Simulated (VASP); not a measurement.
# Ga12O19 (a cell with a defect) in VASP: further runs

Ga12O19 (a cell with a defect) is run at these levels: PBE; tasks: single point.

All numbers are computed with VASP 6.6.1; they aren't measurements. Logs are shortened: lines on timing, memory, paths and dates and some standing lists are left out, and cuts for length are marked.

### 1 The cell of the first run

The cell holds a defect, 31 atoms: a = 9.250 Å, b = 5.877 Å, c = 6.416 Å, α = 103.29°, β = 103.90°, γ = 90.00°.

### 2 Single point, PBE

INCAR

```
SYSTEM = Ga12O19
PREC     = Accurate       ! precision mode
ENCUT    = 1000           ! plane-wave cutoff, eV
EDIFF    = 1E-6           ! SCF threshold, eV
ISMEAR   = -1             ! smearing method
SIGMA    = 0.01           ! smearing width, eV
LREAL    = Auto         
LASPH    = .TRUE.         ! aspherical terms in the spheres
NELM     = 120            ! most SCF steps
ALGO     = Normal         ! electronic algorithm
ISIF     = 2              ! what is computed and relaxed
LWAVE    = .FALSE.        ! write WAVECAR
LCHARG   = .TRUE.         ! write CHGCAR
GGA      = PE             ! functional
LELF     = .TRUE.         ! ELF
LVHAR    = .TRUE.       
NBANDS   = 156            ! bands
GGA_COMPAT= .FALSE.
```

KPOINTS

```
Automatic mesh
0
Gamma
  1 1 1
  0.25 0.25 0.25
```

POSCAR

```
Ga12O19
1.0
    0.0000000000      9.2496621800      0.0000000000
   -1.3977182400      0.0000000000      5.7085775500
    6.2279771500     -1.5416103600      0.0067278600
Ga O
12 19
Direct
    0.1172989630      0.6803652268      0.6945364279
    0.2307827782      0.3355999359      0.3180917797
    0.3040777416      0.1992639219      0.8190676813
    0.0280375088      0.7780057195      0.1832355311
    0.4530999739      0.6846596127      0.6970541613
    0.5541469487      0.3211379127      0.3192209108
    0.6382573904      0.2054364711      0.8247828013
    0.3660456754      0.8028398919      0.1872253177
    0.7806976770      0.6799812517      0.6977148391
    0.8812967737      0.3347672031      0.3145876549
    0.9727017969      0.1990567746      0.8133283697
    0.6993933088      0.8072181165      0.1955045370
    0.1716934323      0.7374113696      0.0216524536
    0.1677780746      0.2594059958      0.9918785057
    0.2778622680      0.4309244934      0.6550413993
    0.0627765947      0.5567747698      0.3558381656
    0.0531388582      0.1279588842      0.2764879294
    0.2867892487      0.8808453781      0.6915743271
    0.5059611046      0.7464736506      0.0207705722
    0.4994812606      0.2589907206      0.9949428230
    0.6091756542      0.4378419805      0.6588207564
    0.3965177469      0.5711260656      0.3541392583
    0.3909734447      0.1163550565      0.3337932622
    0.6146767363      0.8907089382      0.6799783665
    0.8329534140      0.7405716737      0.0209880066
    0.8332947851      0.2642731175      0.9900766164
    0.9416287867      0.4347699099      0.6544285038
    0.7261695514      0.5731278628      0.3569011979
    0.7225366337      0.1224750263      0.3322391479
    0.9496612184      0.8773865460      0.7173787691
    1.0318394619      1.0163825417      0.4609953943
```

Potentials or basis: VASP PAW PBE potentials, release 64 (Ga_d, O_h).

Run with:

```console
$ cat potpaw_PBE.64/Ga_d/POTCAR potpaw_PBE.64/O_h/POTCAR > POTCAR
$ mpirun -np 1 vasp_std > vasp.out
```

OUTCAR:

```text
SYSTEM = Ga12O19
   PREC = Accurate
   ENCUT = 1000
   EDIFF = 1E-6
   ISMEAR = -1
   LREAL = Auto
   LASPH = .TRUE.
   NELM = 120
   ISIF = 2
   GGA = PE

 ion  position               nearest neighbor table
   1  0.117  0.680  0.695-  30 1.95  18 1.97  13 1.98  16 2.06  27 2.10  15 2.10
   2  0.231  0.336  0.318-  23 1.96  17 1.97  14 1.98  22 2.00  15 2.04  16 2.05
   3  0.304  0.199  0.819-  18 1.85  14 1.85  20 1.87  15 1.89
   4  0.028  0.778  0.183-  25 1.84  13 1.86  16 1.87  31 1.99  17 2.00
   5  0.453  0.685  0.697-  18 1.92  19 1.96  24 1.96  21 2.06  22 2.08  15 2.13
   6  0.554  0.321  0.319-  29 1.94  23 1.96  20 1.97  21 2.06  22 2.08  28 2.11
   7  0.638  0.205  0.825-  26 1.85  24 1.86  20 1.86  21 1.90
   8  0.366  0.803  0.187-  13 1.84  19 1.85  23 1.85  22 1.90
   9  0.781  0.680  0.698-  30 1.91  25 1.96  24 1.97  21 2.06  28 2.07  27 2.09
  10  0.881  0.335  0.315-  26 1.97  29 1.97  28 2.03  17 2.03  16 2.05  27 2.06
  11  0.973  0.199  0.813-  30 1.84  14 1.87  27 1.88  26 1.90
  12  0.699  0.807  0.196-  25 1.84  29 1.85  19 1.85  28 1.89
  13  0.172  0.737  0.022-   8 1.84   4 1.86   1 1.98
  14  0.168  0.259  0.992-   3 1.85  11 1.87   2 1.98
  15  0.278  0.431  0.655-   3 1.89   2 2.04   1 2.10   5 2.13
  16  0.063  0.557  0.356-   4 1.87   2 2.05  10 2.05   1 2.06
  17  0.053  0.128  0.276-   2 1.97   4 2.00  10 2.03
  18  0.287  0.881  0.692-   3 1.85   5 1.92   1 1.97
  19  0.506  0.746  0.021-   8 1.85  12 1.85   5 1.96
  20  0.499  0.259  0.995-   7 1.86   3 1.87   6 1.97
  21  0.609  0.438  0.659-   7 1.90   9 2.06   5 2.06   6 2.06
  22  0.397  0.571  0.354-   8 1.90   2 2.00   5 2.08   6 2.08
  23  0.391  0.116  0.334-   8 1.85   2 1.96   6 1.96
  24  0.615  0.891  0.680-   7 1.86   5 1.96   9 1.97
  25  0.833  0.741  0.021-   4 1.84  12 1.84   9 1.96
  26  0.833  0.264  0.990-   7 1.85  11 1.90  10 1.97
  27  0.942  0.435  0.654-  11 1.88  10 2.06   9 2.09   1 2.10
  28  0.726  0.573  0.357-  12 1.89  10 2.03   9 2.07   6 2.11
  29  0.723  0.122  0.332-  12 1.85   6 1.94  10 1.97
  30  0.950  0.877  0.717-  11 1.84   9 1.91   1 1.95
  31  0.032  0.016  0.461-   4 1.99

  LATTYP: Found a triclinic cell.
 ALAT       =     5.8771994966
 B/A-ratio  =     1.6412011407
 C/A-ratio  =     2.7541529852
 COS(alpha) =     0.0064926560
 COS(beta)  =     0.5439765005
 COS(gamma) =     0.7621873503

  Lattice vectors:

 A1 = (   1.3977182400,   0.0000000000,  -5.7085775500)
 A2 = (   7.6256953900,  -1.5416103600,  -5.7018496900)
 A3 = (  -9.6605178200,  -6.1664414600, -11.4306108200)

Analysis of symmetry for initial positions (statically):
=====================================================================
 Subroutine PRICEL returns:
 Original cell was already a primitive cell.

 Routine SETGRP: Setting up the symmetry group for a
 triclinic supercell.

 Subroutine GETGRP returns: Found  1 space group operations
 (whereof  1 operations were pure point group operations)
 out of a pool of  2 trial point group operations.

The static configuration has the point symmetry C_1 .

Analysis of symmetry for dynamics (positions and initial velocities):
=====================================================================
 Subroutine PRICEL returns:
 Original cell was already a primitive cell.

 Routine SETGRP: Setting up the symmetry group for a
 triclinic supercell.

 Subroutine GETGRP returns: Found  1 space group operations
 (whereof  1 operations were pure point group operations)
 out of a pool of  2 trial point group operations.

The dynamic configuration has the point symmetry C_1 .

 Subroutine INISYM returns: Found  1 space group operations
 (whereof  1 operations are pure point group operations),
 and found     1 'primitive' translations

----------------------------------------------------------------------------------------

                                     Primitive cell

  volume of cell :     328.9392

  direct lattice vectors                    reciprocal lattice vectors
     0.000000000  9.249662180  0.000000000     0.026753887  0.108112056  0.006550563
    -1.397718240  0.000000000  5.708577550    -0.000189185  0.000000000  0.175128666
     6.227977150 -1.541610360  0.006727860     0.160523321  0.000000000  0.039303377

  length of vectors
     9.249662180  5.877199497  6.415941641     0.111565663  0.175128768  0.165264914

  position of ions in fractional coordinates (direct lattice)
     0.117298963  0.680365227  0.694536428
     0.230782778  0.335599936  0.318091780
     0.304077742  0.199263922  0.819067681
     0.028037509  0.778005720  0.183235531
     0.453099974  0.684659613  0.697054161
     0.554146949  0.321137913  0.319220911
[... 23 lines left out ...]
     0.949661218  0.877386546  0.717378769
     0.031839462  0.016382542  0.460995394

  ion indices of the primitive-cell ions
   primitive index   ion index
                 1           1
                 2           2
                 3           3
                 4           4
                 5           5
                 6           6
[... 23 lines left out ...]
                30          30
                31          31

----------------------------------------------------------------------------------------

 KPOINTS: Automatic mesh

Automatic generation of k-mesh.
 Grid dimensions read from file:
 generate k-points for:    1    1    1

 Generating k-lattice:

  Cartesian coordinates                     Fractional coordinates (reciprocal lattice)
     0.026753887  0.108112056  0.006550563     1.000000000  0.000000000  0.000000000
    -0.000189185  0.000000000  0.175128666     0.000000000  1.000000000  0.000000000
     0.160523321  0.000000000  0.039303377     0.000000000 -0.000000000  1.000000000

  Length of vectors
     0.111565663  0.175128768  0.165264914

  Shift w.r.t. Gamma in fractional coordinates (k-lattice)
     0.250000000  0.250000000  0.250000000

 Subroutine IBZKPT returns following result:
 ===========================================

 Found      1 irreducible k-points:

 Following reciprocal coordinates:
            Coordinates               Weight
  0.250000  0.250000  0.250000      2.000000
   k-points           NKPTS =      1   k-points in BZ     NKDIM =      1   number of bands    NBANDS=    156
   number of dos      NEDOS =    301   number of ions     NIONS =     31
   total plane-waves  NPLWV = 430080
   dimension x,y,z NGX =    96 NGY =   64 NGZ =   70
   dimension x,y,z NGXF=   192 NGYF=  128 NGZF=  140
   ions per type =              12  19
   NGX,Y,Z   is equivalent  to a cutoff of  17.25, 18.10, 18.14 a.u.
   NGXF,Y,Z  is equivalent  to a cutoff of  34.51, 36.21, 36.28 a.u.
 SYSTEM =  Ga12O19
   PREC   = accura    normal or accurate (medium, high low for compatibility)
   ISTART =      0    job   : 0-new  1-cont  2-samecut
   ICHARG =      2    charge: 1-file 2-atom 10-const
   ISPIN  =      1    spin polarized calculation?
   LNONCOLLINEAR =      F non collinear calculations
   LSORBIT =      F    spin-orbit coupling
   LASPH  =      T    aspherical Exc in radial PAW
   ENCUT  = 1000.0 eV  73.50 Ry    8.57 a.u.  23.85 15.15 16.54*2*pi/ulx,y,z
   NELM   =    120;   NELMIN=  2; NELMDL= -5     # of ELM steps
   EDIFF  = 0.1E-05   stopping-criterion for ELM
   LREAL  =      T    real-space projection
   EDIFFG = 0.1E-04   stopping-criterion for IOM
   NSW    =      0    number of steps for IOM
[... 5 lines left out ...]
   TEBEG  =    0.0;   TEEND  =   0.0 temperature during run
   PSTRESS=    0.0 pullay stress
   NELECT =     270.0000    total number of electrons
   NUPDOWN=      -1.0000    fix difference up-down
   EMIN   =  10.00;   EMAX   =-10.00  energy-range for DOS
   EFERMI =   0.00;   METHOD = LEGACY
   ISMEAR =    -1;   SIGMA  =   0.01  broadening in eV -4-tet -1-fermi 0-gaus
   EFERMI_NEDOS =   21; number of points for ismear=-14 and -15
   IALGO  =     38    algorithm
   IMIX   =      4    mixing-type and parameters
     AMIX     =   0.40;   BMIX     =  1.00
     AMIX_MAG =   1.60;   BMIX_MAG =  1.00
  volume/ion in A,a.u.               =      10.61        71.61
  Fermi-wavevector in a.u.,A,eV,Ry     =   1.532819  2.896608 31.967351  2.349534
  Thomas-Fermi vector in A             =   2.639972
   LORBIT       =      0    0 simple, 1 ext, 2 COOP (PROOUT), +10 PAW based schemes
   GGA     = PE    functional components
   LHFCALC =     F    Hartree Fock is set to
   AEXX    =    0.0000 exact exchange contribution
   IVDW    =     0    specifies the selected vdW correction
   LEPSILON=     F    determine dielectric tensor
   LRPA    =     F    only Hartree local field effects (RPA)
 non-spin polarized calculation
  energy-cutoff  :     1000.00
  volume of cell :      328.94
 maximum number of plane-waves:     23628
 NGX is ok and might be reduce to    96
   NGX = 47   NGY = 31   NGZ = 33

 number of electron     270.0000002 magnetization

 Free energy of the ion-electron system (eV)
  ---------------------------------------------------
  ext. energy  EPLUGINS =         0.00000000
  ---------------------------------------------------
  free energy    TOTEN  =      -181.93033522 eV

  energy without entropy =     -181.93033522  energy(sigma->0) =     -181.93033522

 E-fermi :   4.9141     XC(G=0): -11.5167

 val. band max:        4.6027522957   @ k =   0.2500   0.2500   0.2500
 cond. band min:       8.3117154473   @ k =   0.2500   0.2500   0.2500
 fundamental gap:      3.7089631516
 Fermi energy:         4.9141309553

 k-point     1 :       0.2500    0.2500    0.2500
  band No.  band energies     occupation
      1     -16.5038      2.00000
      2     -14.3205      2.00000
      3     -14.0851      2.00000
      4     -13.9007      2.00000
      5     -13.5956      2.00000
      6     -13.5548      2.00000
[... 139 lines left out ...]
    146      10.9639      0.00000
    147      11.2947      0.00000
 [bands above 147 left out]

------------------------ aborting loop because EDIFF is reached ----------------------------------------

  FORCE on cell =-STRESS in cart. coord.  units (eV):
  Direction    XX          YY          ZZ          XY          YZ          ZX
  --------------------------------------------------------------------------------------
  -------------------------------------------------------------------------------------
  Total        7.1821202      8.0387698     15.2399882      1.3970671      0.1648213     -5.2756107
  in kB       34.9822397     39.1547570     74.2300188      6.8047507      0.8028016    -25.6961276
  external PRESSURE =      49.4556718 kB  Pullay stress =       0.0000000 kB

 VOLUME and BASIS-vectors are now :
 -----------------------------------------------------------------------------
  energy-cutoff  :     1000.00
  volume of cell :      328.94
      direct lattice vectors                 reciprocal lattice vectors
     0.000000000  9.249662180  0.000000000     0.026753887  0.108112056  0.006550563
    -1.397718240  0.000000000  5.708577550    -0.000189185  0.000000000  0.175128666
     6.227977150 -1.541610360  0.006727860     0.160523321  0.000000000  0.039303377

 POSITION                                       TOTAL-FORCE (eV/Angst)
 -----------------------------------------------------------------------------------
      3.37460      0.01427      3.88859        -0.000381     -0.001067      0.008949
      1.51199      1.64429      1.91794        -0.011751     -0.001173     -0.006363
      4.82262      1.54993      1.14302        -0.002782     -0.004447     -0.012182
      0.05375     -0.02314      4.44254        -0.027904      0.002885     -0.034652
      3.38428      3.11644      3.91312         0.011666     -0.001770      0.015680
      1.53924      4.63356      1.83539        -0.013512      0.002764     -0.009239
[... 23 lines left out ...]
      3.24148      7.67813      5.01346        -0.011321      0.005761      0.019215
      2.84817     -0.41617      0.09662         0.065181     -0.018337      0.013923
 -----------------------------------------------------------------------------------
    total drift:                               -0.000034     -0.000554     -0.003291

  FREE ENERGIE OF THE ION-ELECTRON SYSTEM (eV)
  ---------------------------------------------------
  free  energy   TOTEN  =      -181.9303352206 eV

  energy  without entropy=     -181.9303352206  energy(sigma->0) =     -181.93033522
```

Run time: 6.3 min. Hardware: 1 thread of Intel Xeon Platinum 8259CL at 2.50GHz (Skylake/Cascade Lake), shared host; peak memory 0.84 GiB.

Results:

- Free energy: -181.9303 eV
- Pressure: 4.9 GPa
- Largest force: 0.069 eV/Å
- Band gap on the k mesh: 3.71 eV

Forces in eV/Å, atoms in the order of the input:
```
Ga   0.000 -0.001  0.009
Ga  -0.012 -0.001 -0.006
Ga  -0.003 -0.004 -0.012
Ga  -0.028  0.003 -0.035
Ga   0.012 -0.002  0.016
Ga  -0.014  0.003 -0.009
Ga   0.007  0.002 -0.009
Ga  -0.003  0.000  0.009
Ga   0.005  0.002  0.009
Ga  -0.009  0.000 -0.006
Ga  -0.009 -0.002 -0.016
Ga   0.002 -0.002  0.006
O    0.007 -0.001 -0.007
O    0.000  0.001  0.006
O    0.011 -0.001 -0.008
O   -0.006  0.003  0.007
O   -0.024  0.019  0.012
O   -0.022  0.001  0.014
O    0.004 -0.002 -0.009
O   -0.003  0.000  0.008
O    0.006 -0.004 -0.011
O   -0.004  0.009  0.014
O    0.030 -0.003 -0.018
O   -0.029  0.000  0.016
O    0.002  0.002 -0.005
O   -0.004 -0.003  0.009
O    0.009  0.002 -0.011
O   -0.006 -0.009  0.013
O    0.026  0.003 -0.020
O   -0.011  0.006  0.019
O    0.065 -0.018  0.014
```

Levels at points of the mesh, in eV from the valence-band top:
| k point | band 132 | band 133 | band 134 | band 135 | band 136 | band 137 | band 138 | band 139 |
| --- | --- | --- | --- | --- | --- | --- | --- | --- |
| (0.25, 0.25, 0.25) | -0.76 | -0.64 | -0.42 | 0.00 | 3.71 | 3.96 | 4.51 | 4.99 |

Caveat: the k points lie up to 1.10 Å⁻¹ apart.

### 3 Single point, PBE

INCAR

```
  ALGO = Normal
  EDIFF = 1E-6
  ENCUT = 1000
  GGA = PE
  GGA_COMPAT = False
  ISIF = 2
  ISMEAR = -1
  LASPH = True
  LCHARG = True
  LELF = True
  LREAL = Auto
  LVHAR = True
  LWAVE = False
  NBANDS = 156
  NELM = 120
  PREC = Accurate
  SIGMA = 0.01
```

KPOINTS is that of step 2.

POSCAR

```
Ga12O19
1.0
    0.0000000000      9.2496621800      0.0000000000
   -1.3977182400      0.0000000000      5.7085775500
    6.2279771500     -1.5416103600      0.0067278600
Ga O
12 19
Direct
    0.1186193002      0.6649137398      0.6851457747
    0.2191931264      0.3196716901      0.3019943636
    0.3005690313      0.1925743187      0.8042536839
    0.0272968141      0.8006358459      0.1864339634
    0.4457540606      0.6786409408      0.6805137296
    0.5467773531      0.3150005145      0.3026768804
    0.6338995737      0.1969001823      0.8125190069
    0.3617200047      0.7942756992      0.1749436609
    0.7691404735      0.6640342591      0.6817301731
    0.8826255410      0.3193799665      0.3052748132
    0.9718639020      0.2215434260      0.8165015241
    0.6959123579      0.8004604758      0.1807985977
    0.1666701883      0.7353519377      0.0096760159
    0.1669626587      0.2590514611      0.9787488013
    0.2737637668      0.4265992369      0.6428033063
    0.0583010598      0.5649383456      0.3453537775
    0.0502101424      0.1222762078      0.2823262322
    0.2773554048      0.8773100766      0.6675203866
    0.5005086187      0.7407855525      0.0048152244
    0.4939782249      0.2533363154      0.9789930449
    0.6033782454      0.4285883642      0.6455721407
    0.3907621324      0.5618676598      0.3409238024
    0.3852368294      0.1089800902      0.3198482102
    0.6089560606      0.8833669602      0.6659203276
    0.8321906689      0.7402185272      0.0079355076
    0.8282454048      0.2623010103      0.9781089015
    0.9371791913      0.4428392134      0.6439568332
    0.7221397735      0.5688014641      0.3448012534
    0.7131023162      0.1189061334      0.3081445699
    0.9467713248      0.8716381666      0.7233104272
    0.9678584941      0.9831532963      0.5386533772
```

Potentials or basis: VASP PAW PBE potentials, release 64 (Ga_d, O_h).

Run with:

```console
$ cat potpaw_PBE.64/Ga_d/POTCAR potpaw_PBE.64/O_h/POTCAR > POTCAR
$ mpirun -np 1 vasp_std > vasp.out
```

Run time: 4 min. Hardware: 1 thread of Intel Xeon Platinum 8488C (Sapphire Rapids), shared host; peak memory 0.84 GiB.

Results (log left out):

```yaml
Free_energy: -181.9304 eV
Pressure: 4.9 GPa
Largest_force: 0.066 eV/Å
Band_gap_on_the_k_mesh: 3.71 eV
```

Forces in eV/Å, atoms in the order of the input:
```
Ga   0.011  0.001  0.006
Ga  -0.004 -0.002 -0.008
Ga  -0.001 -0.002 -0.006
Ga   0.008 -0.004  0.012
Ga   0.013  0.000  0.009
Ga  -0.010  0.004 -0.012
Ga   0.004  0.000 -0.012
Ga  -0.004 -0.003  0.007
Ga   0.011  0.000  0.007
Ga  -0.002  0.000 -0.010
Ga   0.027  0.000  0.039
Ga   0.002  0.007  0.012
O    0.003  0.005 -0.007
O   -0.005  0.000  0.004
O    0.008  0.008 -0.012
O   -0.009  0.000  0.009
O    0.014 -0.002 -0.016
O   -0.026 -0.002  0.017
O    0.003 -0.002 -0.007
O   -0.005  0.003  0.007
O    0.008 -0.009 -0.015
O   -0.009  0.002  0.010
O    0.026 -0.001 -0.017
O   -0.027  0.002  0.020
O    0.000 -0.002 -0.005
O   -0.007 -0.001  0.006
O    0.005 -0.002 -0.007
O   -0.013 -0.002  0.006
O    0.022  0.000 -0.014
O    0.021 -0.016 -0.009
O   -0.062  0.020 -0.013
```

Stress tensor (GPa, compression positive):
```
 3.49  0.68 -2.57
 0.68  3.91  0.08
-2.57  0.08  7.42
```

Levels at points of the mesh, in eV from the valence-band top:
```csv
k point,band 132,band 133,band 134,band 135,band 136,band 137,band 138,band 139
"(0.25, 0.25, 0.25)",-0.76,-0.64,-0.42,0.00,3.71,3.95,4.51,4.99
```

Caveat: the k points lie up to 1.10 Å⁻¹ apart.
